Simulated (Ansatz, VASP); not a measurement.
# Two plane-wave programs on TiTe2

```xyz
3
Lattice="3.6787 0.0000 0.0000 -1.8393 3.1858 0.0000 0.0000 0.0000 32.9237" Properties=species:S:1:pos:R:3 pbc="T T T"
Te    0.0000    2.1239   14.6993
Te    1.8393    1.0619   18.2244
Ti    0.0000    0.0000   16.4618
```

Alike in both runs: task single point; functional r2SCAN; k mesh 15 × 15 × 1; occupations gaussian, width 0.1 eV; no spin polarisation.

```csv
,VASP,Ansatz
version,VASP 6.6.1,Ansatz 0.2.0
potentials or method,"VASP PAW PBE potentials, release 64 (Te, Ti_sv), cutoff 520 eV","scalar-relativistic, plane waves, PAW"
valence electrons in the cell,24,44
```

```tsv
	VASP	Ansatz	Ansatz less VASP
gap on the k mesh at the Fermi level (eV)	none	none	-
rms of the force components (eV/Å)	0.031	0.040	+0.0095
```

VASP's potentials were made for PBE, not for r2SCAN. A gap of «none» marks a metal or a gap that the smearing closes. VASP's potentials hold 24 valence electrons a cell and Ansatz's 44, so a difference there can come from the potentials and not from the codes. Ansatz's warnings: xc potential rough in thin density.

Neither program's run includes spin-orbit coupling.
